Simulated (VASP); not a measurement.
# KF (R-3m) in VASP: notebook

Runs on KF. Level: PBE. Tasks: single point.

Program: VASP 6.6.1. These are calculated values, not measurements. Logs are shortened: lines on timing, memory, paths and dates and some standing lists are left out, and cuts for length are marked.

### Step 1. The cell of the first run

Symmetry: R-3m, No. 166, trigonal system. Conventional cell: a = 3.851 Å, b = 3.851 Å, c = 8.707 Å, α = 90.00°, β = 90.00°, γ = 120.00°. Within 3.5 Å of K (site symmetry -3m) lie 6 F at 2.66 Å. F (site symmetry -3m) has 6 K at 2.66 Å within 3.5 Å.

### Step 2. Single point, PBE (18.64 Å³/atom)

INCAR

```
PREC     = Accurate       # precision mode
ENCUT    = 520            # plane-wave cutoff, eV
EDIFF    = 1E-6           # SCF threshold, eV
ISMEAR   = 0              # smearing method
SIGMA    = 0.05           # smearing width, eV
LREAL    = F              # projectors in reciprocal space
LASPH    = T              # aspherical terms in the spheres
NELM     = 60             # most SCF steps
ALGO     = Normal         # electronic algorithm
ISIF     = 2              # what is computed and relaxed
LWAVE    = F              # write WAVECAR
LCHARG   = F              # write CHGCAR
GGA      = PE             # functional
NBANDS   = 15             # bands
```

KPOINTS

```
regular mesh
0
Gamma
  8 8 8
```

POSCAR

```
KF
1.0
   -0.1397915333      2.5834201543      2.5834201543
    2.5834201543     -0.1397915333      2.5834201543
    2.5834201543      2.5834201543     -0.1397915333
K F
1 1
Direct
    0.0000000000      0.0000000000      0.0000000000
    0.5000000000      0.5000000000      0.5000000000
```

Potentials or basis: VASP PAW PBE potentials, release 64 (K_sv, F).

The run is started by

```bash
$ cat potpaw_PBE.64/K_sv/POTCAR potpaw_PBE.64/F/POTCAR > POTCAR
$ mpirun -np 1 vasp_std > vasp.out
```

OUTCAR:

```text
PREC = Accurate
   ENCUT = 520
   EDIFF = 1E-6
   ISMEAR = 0
   LREAL = F
   LASPH = T
   NELM = 60
   ISIF = 2
   GGA = PE

 ion  position               nearest neighbor table
   1  0.000  0.000  0.000-   2 2.66   2 2.66   2 2.66   2 2.66   2 2.66   2 2.66
   2  0.500  0.500  0.500-   1 2.66   1 2.66   1 2.66   1 2.66   1 2.66   1 2.66

  LATTYP: Found a trigonal (rhomboedric) cell.
 ALAT       =     3.6561812127
 COS(alpha) =     0.4452371389

  Lattice vectors:

 A1 = (  -0.1397915333,   2.5834201543,   2.5834201543)
 A2 = (   2.5834201543,  -0.1397915333,   2.5834201543)
 A3 = (   2.5834201543,   2.5834201543,  -0.1397915333)

Analysis of symmetry for initial positions (statically):
=====================================================================
 Subroutine PRICEL returns:
 Original cell was already a primitive cell.

 Routine SETGRP: Setting up the symmetry group for a
 trigonal (rhombohedral) supercell.

 Subroutine GETGRP returns: Found 12 space group operations
 (whereof 12 operations were pure point group operations)
 out of a pool of 12 trial point group operations.

The static configuration has the point symmetry D_3d.

Analysis of symmetry for dynamics (positions and initial velocities):
=====================================================================
 Subroutine PRICEL returns:
 Original cell was already a primitive cell.

 Routine SETGRP: Setting up the symmetry group for a
 trigonal (rhombohedral) supercell.

 Subroutine GETGRP returns: Found 12 space group operations
 (whereof 12 operations were pure point group operations)
 out of a pool of 12 trial point group operations.

The dynamic configuration has the point symmetry D_3d.

 Subroutine INISYM returns: Found 12 space group operations
 (whereof 12 operations are pure point group operations),
 and found     1 'primitive' translations

----------------------------------------------------------------------------------------

                                     Primitive cell

  volume of cell :      37.2800

  direct lattice vectors                    reciprocal lattice vectors
    -0.139791533  2.583420154  2.583420154    -0.178501020  0.188712445  0.188712445
     2.583420154 -0.139791533  2.583420154     0.188712445 -0.178501020  0.188712445
     2.583420154  2.583420154 -0.139791533     0.188712445  0.188712445 -0.178501020

  length of vectors
[... 91 lines left out ...]
   TEBEG  =    0.0;   TEEND  =   0.0 temperature during run
   PSTRESS=    0.0 pullay stress
   NELECT =      16.0000    total number of electrons
   NUPDOWN=      -1.0000    fix difference up-down
   EMIN   =  10.00;   EMAX   =-10.00  energy-range for DOS
   EFERMI =   0.00;   METHOD = LEGACY
   ISMEAR =     0;   SIGMA  =   0.05  broadening in eV -4-tet -1-fermi 0-gaus
   EFERMI_NEDOS =   21; number of points for ismear=-14 and -15
   IALGO  =     38    algorithm
   IMIX   =      4    mixing-type and parameters
     AMIX     =   0.40;   BMIX     =  1.00
     AMIX_MAG =   1.60;   BMIX_MAG =  1.00
  volume/ion in A,a.u.               =      18.64       125.79
  Fermi-wavevector in a.u.,A,eV,Ry     =   1.234875  2.333575 20.747732  1.524915
  Thomas-Fermi vector in A             =   2.369547
   LORBIT       =      0    0 simple, 1 ext, 2 COOP (PROOUT), +10 PAW based schemes
   GGA     = PE    functional components
   LHFCALC =     F    Hartree Fock is set to
   AEXX    =    0.0000 exact exchange contribution
   IVDW    =     0    specifies the selected vdW correction
   LEPSILON=     F    determine dielectric tensor
   LRPA    =     F    only Hartree local field effects (RPA)
 non-spin polarized calculation
 Gauss-broadening in eV      SIGMA  =   0.05
  energy-cutoff  :      520.00
  volume of cell :       37.28
 maximum number of plane-waves:      1021
   NGX = 13   NGY = 13   NGZ = 13

 number of electron      15.9999995 magnetization

 Free energy of the ion-electron system (eV)
  ---------------------------------------------------
  ext. energy  EPLUGINS =         0.00000000
  ---------------------------------------------------
  free energy    TOTEN  =        -8.26789324 eV

  energy without entropy =       -8.26789324  energy(sigma->0) =       -8.26789324

 E-fermi :  -2.3450     XC(G=0):  -8.5143

 val. band max:       -2.6765096839   @ k =   0.0000   0.0000   0.0000
 cond. band min:       3.5381424444   @ k =   0.0000   0.0000   0.0000
 fundamental gap:      6.2146521282
 Fermi energy:        -2.3449865999

 k-point     1 :       0.0000    0.0000    0.0000
  band No.  band energies     occupation
      1     -28.8408      2.00000
      2     -21.3976      2.00000
      3     -12.0801      2.00000
      4     -12.0801      2.00000
      5     -12.0474      2.00000
      6      -2.7449      2.00000
      7      -2.7449      2.00000
      8      -2.6765      2.00000
      9       3.5381      0.00000
     10       7.6967      0.00000
     11       7.6967      0.00000
     12       8.5842      0.00000
     13       9.7453      0.00000
     14       9.7453      0.00000
[... 401 lines left out ...]
      2     -21.4566      2.00000
      3     -12.2806      2.00000
      4     -12.1721      2.00000
      5     -12.0746      2.00000
      6      -3.3252      2.00000
      7      -3.0581      2.00000
      8      -2.8063      2.00000
      9       5.7391      0.00000
     10       7.1740      0.00000
     11       8.6943      0.00000
     12       9.4309      0.00000
     13      10.4291      0.00000
     14      10.8578      0.00000
     15      15.5972      0.00000

 [... further k-points ...]

------------------------ aborting loop because EDIFF is reached ----------------------------------------

  FORCE on cell =-STRESS in cart. coord.  units (eV):
  Direction    XX          YY          ZZ          XY          YZ          ZX
  --------------------------------------------------------------------------------------
  -------------------------------------------------------------------------------------
  Total        0.5061603      0.5061603      0.5061603      0.1295815      0.1295815      0.1295815
  in kB       21.7531809     21.7531809     21.7531809      5.5690072      5.5690072      5.5690072
  external PRESSURE =      21.7531809 kB  Pullay stress =       0.0000000 kB

 VOLUME and BASIS-vectors are now :
 -----------------------------------------------------------------------------
  energy-cutoff  :      520.00
  volume of cell :       37.28
      direct lattice vectors                 reciprocal lattice vectors
    -0.139791533  2.583420154  2.583420154    -0.178501020  0.188712445  0.188712445
     2.583420154 -0.139791533  2.583420154     0.188712445 -0.178501020  0.188712445
     2.583420154  2.583420154 -0.139791533     0.188712445  0.188712445 -0.178501020

 POSITION                                       TOTAL-FORCE (eV/Angst)
 -----------------------------------------------------------------------------------
      0.00000      0.00000      0.00000        -0.000000      0.000000      0.000000
      2.51352      2.51352      2.51352         0.000000     -0.000000     -0.000000
 -----------------------------------------------------------------------------------
    total drift:                                0.000000      0.000000      0.000000

  FREE ENERGIE OF THE ION-ELECTRON SYSTEM (eV)
  ---------------------------------------------------
  free  energy   TOTEN  =        -8.2678932447 eV

  energy  without entropy=       -8.2678932447  energy(sigma->0) =       -8.26789324
```

OSZICAR:

```text
N       E                     dE             d eps       ncg     rms          rms(c)
DAV:   1     0.108944184144E+03    0.10894E+03   -0.82612E+03  1950   0.104E+03
DAV:   2    -0.493749396478E+01   -0.11388E+03   -0.10544E+03  2581   0.282E+02
DAV:   3    -0.941284763375E+01   -0.44754E+01   -0.44574E+01  2535   0.502E+01
DAV:   4    -0.952577132669E+01   -0.11292E+00   -0.11290E+00  2753   0.748E+00
DAV:   5    -0.952678958970E+01   -0.10183E-02   -0.10183E-02  2555   0.633E-01    0.635E+00
DAV:   6    -0.829880849247E+01    0.12280E+01   -0.34501E+00  2069   0.149E+01    0.414E+00
DAV:   7    -0.827029144349E+01    0.28517E-01   -0.67704E-02  2419   0.224E+00    0.233E+00
DAV:   8    -0.826576357611E+01    0.45279E-02   -0.50158E-02  2202   0.223E+00    0.197E-01
DAV:   9    -0.826725804339E+01   -0.14945E-02   -0.40053E-03  2538   0.526E-01    0.124E-01
DAV:  10    -0.826777645477E+01   -0.51841E-03   -0.46964E-04  2097   0.191E-01    0.607E-02
DAV:  11    -0.826789565633E+01   -0.11920E-03   -0.12299E-04  2146   0.949E-02    0.205E-02
DAV:  12    -0.826789301732E+01    0.26390E-05   -0.13778E-05  2482   0.372E-02    0.394E-03
DAV:  13    -0.826789324473E+01   -0.22741E-06   -0.21351E-06  2174   0.132E-02
   1 F= -.82678932E+01 E0= -.82678932E+01  d E =-.444933E-23
```

stdout:

```text
POSCAR found type information on POSCAR K F
 POSCAR found :  2 types and       2 ions
 scaLAPACK will be used
 LDA part: xc-table for (Slater+PW92), standard interpolation
 POSCAR, INCAR and KPOINTS ok, starting setup
 FFT: planning ... GRIDC
 FFT: planning ... GRID_SOFT
 FFT: planning ... GRID
 WAVECAR not read
 entering main loop
```

It took 20 s on 1 thread of AMD EPYC 9R45 (Zen 5), shared host; peak memory 0.14 GiB.

What came out:

* Free energy: -8.2679 eV
* Pressure: 2.2 GPa
* Band gap on the k mesh: 6.21 eV

Levels at points of the mesh, in eV from the valence-band top:
```csv
k point,band 5,band 6,band 7,band 8,band 9,band 10,band 11,band 12
"(0.00, 0.00, 0.00)",-9.37,-0.07,-0.07,0.00,6.21,10.37,10.37,11.26
"(0.50, 0.00, 0.00)",-9.41,-0.87,-0.44,-0.32,9.02,10.64,11.69,12.47
"(0.50, 0.50, 0.00)",-9.57,-0.27,-0.13,-0.07,8.15,10.32,11.95,13.58
"(0.50, 0.50, 0.50)",-9.47,-0.87,-0.51,-0.51,9.25,10.97,12.19,12.19
```

A k mesh can miss the band edges. A hybrid or GW would open this gap; PBE tends to underestimate it.

(Part 1 of 2 ends here.)
